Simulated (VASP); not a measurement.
# NiO (Fm-3m) in VASP: notebook

The runs below take NiO through single point, relaxation of cell and atoms, with PBEsol.

All numbers are computed with VASP 6.6.1; they aren't measurements. Logs are shortened: lines on timing, memory, paths and dates and some standing lists are left out, and cuts for length are marked.

### 1 The cell of the first run

Symmetry: Fm-3m, No. 225, cubic system. Conventional cell: a = 4.106 Å, b = 4.106 Å, c = 4.106 Å, α = 90.00°, β = 90.00°, γ = 90.00°. Within 2.7 Å of Ni (site symmetry m-3m) lie 6 O at 2.05 Å. Within 2.7 Å of O (site symmetry m-3m) lie 6 Ni at 2.05 Å.

### 2 Single point, PBEsol, collinear spin, ferromagnetic start

INCAR

```
SYSTEM = NiO
PREC = Accurate
ENCUT = 520
EDIFF = 1E-6
ISMEAR = 0
SIGMA = 0.1
LREAL = .False.
LASPH = .True.
NELM = 150
ALGO = Normal
ISIF = 2
LWAVE = .False.
LCHARG = .True.
ISPIN = 2
MAGMOM = 1.07 0.18
LORBIT = 11
LMAXMIX = 4
GGA = PS
LELF = .True.
LVHAR = .True.
NBANDS = 19
```

KPOINTS

```
regular mesh
0
Gamma
  8 8 8
  0 0 0
```

POSCAR

```
NiO
1.0
    0.0000000000      2.0528784198      2.0528784198
    2.0528784198      0.0000000000      2.0528784198
    2.0528784198      2.0528784198      0.0000000000
Ni O
1 1
Direct
    0.0000000000      0.0000000000      0.0000000000
    0.5000000000      0.5000000000      0.5000000000
```

Potentials or basis: VASP PAW PBE potentials, release 64 (Ni, O).

On the command line:

```bash
$ cat potpaw_PBE.64/Ni/POTCAR potpaw_PBE.64/O/POTCAR > POTCAR
$ mpirun -np 1 vasp_std > vasp.out
```

OUTCAR:

```text
SYSTEM = NiO
   PREC = Accurate
   ENCUT = 520
   EDIFF = 1E-6
   ISMEAR = 0
   LREAL = .False.
   LASPH = .True.
   NELM = 150
   ISIF = 2
   ISPIN = 2
   LORBIT = 11
   GGA = PS

 ion  position               nearest neighbor table
   1  0.000  0.000  0.000-   2 2.05   2 2.05   2 2.05   2 2.05   2 2.05   2 2.05
   2  0.500  0.500  0.500-   1 2.05   1 2.05   1 2.05   1 2.05   1 2.05   1 2.05

  LATTYP: Found a face centered cubic cell.
 ALAT       =     4.1057568396

  Lattice vectors:

 A1 = (   0.0000000000,   2.0528784198,   2.0528784198)
 A2 = (   2.0528784198,   0.0000000000,   2.0528784198)
 A3 = (   2.0528784198,   2.0528784198,   0.0000000000)

Analysis of symmetry for initial positions (statically):
=====================================================================
 Subroutine PRICEL returns:
 Original cell was already a primitive cell.

 Routine SETGRP: Setting up the symmetry group for a
 face centered cubic supercell.

 Subroutine GETGRP returns: Found 48 space group operations
 (whereof 48 operations were pure point group operations)
 out of a pool of 48 trial point group operations.

The static configuration has the point symmetry O_h .

Analysis of symmetry for dynamics (positions and initial velocities):
=====================================================================
 Subroutine PRICEL returns:
 Original cell was already a primitive cell.

 Routine SETGRP: Setting up the symmetry group for a
 face centered cubic supercell.

 Subroutine GETGRP returns: Found 48 space group operations
 (whereof 48 operations were pure point group operations)
 out of a pool of 48 trial point group operations.

The dynamic configuration has the point symmetry O_h .

Analysis of structural, dynamic, and magnetic symmetry:
=====================================================================
 Subroutine PRICEL returns:
 Original cell was already a primitive cell.

 Routine SETGRP: Setting up the symmetry group for a
 face centered cubic supercell.

 Subroutine GETGRP returns: Found 48 space group operations
 (whereof 48 operations were pure point group operations)
 out of a pool of 48 trial point group operations.

The overall configuration has the point symmetry O_h .

 Subroutine INISYM returns: Found 48 space group operations
 (whereof 48 operations are pure point group operations),
 and found     1 'primitive' translations

----------------------------------------------------------------------------------------

                                     Primitive cell

  volume of cell :      17.3029

  direct lattice vectors                    reciprocal lattice vectors
     0.000000000  2.052878420  2.052878420    -0.243560454  0.243560454  0.243560454
     2.052878420  0.000000000  2.052878420     0.243560454 -0.243560454  0.243560454
     2.052878420  2.052878420  0.000000000     0.243560454  0.243560454 -0.243560454

  length of vectors
     2.903208503  2.903208503  2.903208503     0.421859081  0.421859081  0.421859081

  position of ions in fractional coordinates (direct lattice)
     0.000000000  0.000000000  0.000000000
     0.500000000  0.500000000  0.500000000

  ion indices of the primitive-cell ions
   primitive index   ion index
                 1           1
                 2           2

----------------------------------------------------------------------------------------

 KPOINTS: regular mesh

Automatic generation of k-mesh.
 Grid dimensions read from file:
 generate k-points for:    8    8    8

 Generating k-lattice:

  Cartesian coordinates                     Fractional coordinates (reciprocal lattice)
    -0.030445057  0.030445057  0.030445057     0.125000000  0.000000000  0.000000000
     0.030445057 -0.030445057  0.030445057     0.000000000  0.125000000  0.000000000
     0.030445057  0.030445057 -0.030445057     0.000000000  0.000000000  0.125000000

  Length of vectors
     0.052732385  0.052732385  0.052732385

  Shift w.r.t. Gamma in fractional coordinates (k-lattice)
     0.000000000  0.000000000  0.000000000

 Subroutine IBZKPT returns following result:
 ===========================================

 Found     29 irreducible k-points:

 Following reciprocal coordinates:
            Coordinates               Weight
  0.000000  0.000000  0.000000      1.000000
  0.125000  0.000000  0.000000      8.000000
  0.250000  0.000000  0.000000      8.000000
  0.375000  0.000000  0.000000      8.000000
  0.500000  0.000000  0.000000      4.000000
  0.125000  0.125000  0.000000      6.000000
[... 16 lines left out ...]
  0.500000  0.250000  0.125000     48.000000
 -0.375000  0.250000  0.125000     24.000000
 [... further k-points ...]
   k-points           NKPTS =     29   k-points in BZ     NKDIM =     29   number of bands    NBANDS=     19
   number of dos      NEDOS =    301   number of ions     NIONS =      2
   total plane-waves  NPLWV =  13824
   dimension x,y,z NGX =    24 NGY =   24 NGZ =   24
   dimension x,y,z NGXF=    48 NGYF=   48 NGZF=   48
   ions per type =               1   1
   NGX,Y,Z   is equivalent  to a cutoff of  13.74, 13.74, 13.74 a.u.
   NGXF,Y,Z  is equivalent  to a cutoff of  27.49, 27.49, 27.49 a.u.
 SYSTEM =  NiO
   PREC   = accura    normal or accurate (medium, high low for compatibility)
   ISTART =      0    job   : 0-new  1-cont  2-samecut
   ICHARG =      2    charge: 1-file 2-atom 10-const
   ISPIN  =      2    spin polarized calculation?
   LNONCOLLINEAR =      F non collinear calculations
   LSORBIT =      F    spin-orbit coupling
   LASPH  =      T    aspherical Exc in radial PAW
   ENCUT  =  520.0 eV  38.22 Ry    6.18 a.u.   5.40  5.40  5.40*2*pi/ulx,y,z
   NELM   =    150;   NELMIN=  2; NELMDL= -5     # of ELM steps
   EDIFF  = 0.1E-05   stopping-criterion for ELM
   LREAL  =      F    real-space projection
   EDIFFG = 0.1E-04   stopping-criterion for IOM
   NSW    =      0    number of steps for IOM
   IBRION =     -1    ionic relax: 0-MD 1-quasi-New 2-CG
   NFREE  =      0    steps in history (QN), initial steepest desc. (CG)
   ISIF   =      2    stress and relaxation
   ISYM   =      2    0-nonsym 1-usesym 2-fastsym
   POTIM  = 0.5000    time-step for ionic-motion
   TEBEG  =    0.0;   TEEND  =   0.0 temperature during run
   PSTRESS=    0.0 pullay stress
   NELECT =      16.0000    total number of electrons
   NUPDOWN=      -1.0000    fix difference up-down
   EMIN   =  10.00;   EMAX   =-10.00  energy-range for DOS
   EFERMI =   0.00;   METHOD = LEGACY
   ISMEAR =     0;   SIGMA  =   0.10  broadening in eV -4-tet -1-fermi 0-gaus
   EFERMI_NEDOS =   21; number of points for ismear=-14 and -15
   IALGO  =     38    algorithm
   IMIX   =      4    mixing-type and parameters
     AMIX     =   0.40;   BMIX     =  1.00
     AMIX_MAG =   1.60;   BMIX_MAG =  1.00
  volume/ion in A,a.u.               =       8.65        58.38
  Fermi-wavevector in a.u.,A,eV,Ry     =   1.594930  3.013980 34.610519  2.543801
  Thomas-Fermi vector in A             =   2.692928
   LORBIT       =     11    0 simple, 1 ext, 2 COOP (PROOUT), +10 PAW based schemes
   GGA     = PS    functional components
   LHFCALC =     F    Hartree Fock is set to
   AEXX    =    0.0000 exact exchange contribution
   IVDW    =     0    specifies the selected vdW correction
   LEPSILON=     F    determine dielectric tensor
   LRPA    =     F    only Hartree local field effects (RPA)
 spin polarized calculation
 Gauss-broadening in eV      SIGMA  =   0.10
  energy-cutoff  :      520.00
  volume of cell :       17.30
 maximum number of plane-waves:       483
 NGX is ok and might be reduce to    24
   NGX = 11   NGY = 11   NGZ = 11

 number of electron      15.9999989 magnetization       0.7824163

 Free energy of the ion-electron system (eV)
  ---------------------------------------------------
  ext. energy  EPLUGINS =         0.00000000
  ---------------------------------------------------
  free energy    TOTEN  =       -12.40881797 eV

  energy without entropy =      -12.39994395  energy(sigma->0) =      -12.40438096

 E-fermi :   8.5196     XC(G=0): -13.2482

 val. band max:        8.4830848287   @ k =  -0.3750   0.3750   0.0000
 cond. band min:       8.5227660591   @ k =   0.5000   0.3750   0.0000
 fundamental gap:      0.0396812305
 Fermi energy:         8.5195918778

 spin component 1

 k-point     1 :       0.0000    0.0000    0.0000
  band No.  band energies     occupation
      1     -12.4336      1.00000
      2       5.1323      1.00000
      3       5.1323      1.00000
      4       5.1323      1.00000
      5       6.1981      1.00000
      6       6.1981      1.00000
[... 11 lines left out ...]
     18      35.1034      0.00000
     19      35.1035      0.00000
[... 485 lines left out ...]
 k-point    24 :      -0.3750    0.2500    0.1250
  band No.  band energies     occupation
      1     -10.8050      1.00000
      2       0.4709      1.00000
      3       2.1712      1.00000
      4       2.5854      1.00000
      5       6.8579      1.00000
      6       7.0716      1.00000
[... 11 lines left out ...]
     18      39.8637      0.00000
     19      40.6334      0.00000

 [... further k-points ...]

 spin component 2

 k-point     1 :       0.0000    0.0000    0.0000
  band No.  band energies     occupation
      1     -12.2618      1.00000
      2       5.3340      1.00000
      3       5.3340      1.00000
      4       5.3340      1.00000
      5       6.6322      1.00000
      6       6.6322      1.00000
[... 11 lines left out ...]
     18      35.3744      0.00000
     19      35.3744      0.00000
[... 485 lines left out ...]
 k-point    24 :      -0.3750    0.2500    0.1250
  band No.  band energies     occupation
      1     -10.6093      1.00000
      2       0.6362      1.00000
      3       2.4587      1.00000
      4       2.9795      1.00000
      5       7.3914      1.00000
      6       7.5226      1.00000
[... 11 lines left out ...]
     18      40.0591      0.00000
     19      40.8340      0.00000

 [... further k-points ...]

------------------------ aborting loop because EDIFF is reached ----------------------------------------

  FORCE on cell =-STRESS in cart. coord.  units (eV):
  Direction    XX          YY          ZZ          XY          YZ          ZX
  --------------------------------------------------------------------------------------
  -------------------------------------------------------------------------------------
  Total       -0.0960124     -0.0960124     -0.0960124      0.0000000     -0.0000000      0.0000000
  in kB       -8.8903412     -8.8903412     -8.8903412      0.0000000     -0.0000000      0.0000000
  external PRESSURE =      -8.8903412 kB  Pullay stress =       0.0000000 kB

 VOLUME and BASIS-vectors are now :
 -----------------------------------------------------------------------------
  energy-cutoff  :      520.00
  volume of cell :       17.30
      direct lattice vectors                 reciprocal lattice vectors
     0.000000000  2.052878420  2.052878420    -0.243560454  0.243560454  0.243560454
     2.052878420  0.000000000  2.052878420     0.243560454 -0.243560454  0.243560454
     2.052878420  2.052878420  0.000000000     0.243560454  0.243560454 -0.243560454

 POSITION                                       TOTAL-FORCE (eV/Angst)
 -----------------------------------------------------------------------------------
      0.00000      0.00000      0.00000         0.000000      0.000000      0.000000
      2.05288      2.05288      2.05288         0.000000      0.000000      0.000000
 -----------------------------------------------------------------------------------
    total drift:                                0.000000     -0.000000     -0.000000

  FREE ENERGIE OF THE ION-ELECTRON SYSTEM (eV)
  ---------------------------------------------------
  free  energy   TOTEN  =       -12.4088179731 eV

  energy  without entropy=      -12.3999439504  energy(sigma->0) =      -12.40438096

 total charge

# of ion       s       p       d       tot
------------------------------------------
    1        0.348   0.440   8.365   9.153
    2        1.564   3.379   0.000   4.943
--------------------------------------------------
tot          1.912   3.819   8.365  14.095

 magnetization (x)

# of ion       s       p       d       tot
------------------------------------------
    1        0.008   0.009   0.646   0.663
    2        0.015   0.085   0.000   0.101
--------------------------------------------------
tot          0.023   0.095   0.646   0.764
```

Wall time 12 s (1 thread of Intel Xeon Platinum 8488C (Sapphire Rapids), shared host); peak memory 0.15 GiB.

What came out:

```
Free energy                                           : -12.4088 eV
Pressure                                              : -0.9 GPa
Net moment                                            : 0.78 μB per cell
Site moments                                          : Ni +0.66; O +0.10 μB
Valence electrons inside the program's atomic spheres : Ni 9.15; O 4.94
```

Caveat: the PAW data sets were made with another functional, which shifts forces and pressure a little; a cell with one magnetic atom can't hold antiferromagnetic order, which such compounds often take; semilocal functionals often make such compounds metallic where correlation or magnetic order opens a gap, which also shifts bond lengths. With open d or f shells a metallic result of PBEsol can be an artefact of self-interaction; +U or a hybrid may open a gap.

(Part 1 of 2 ends here.)
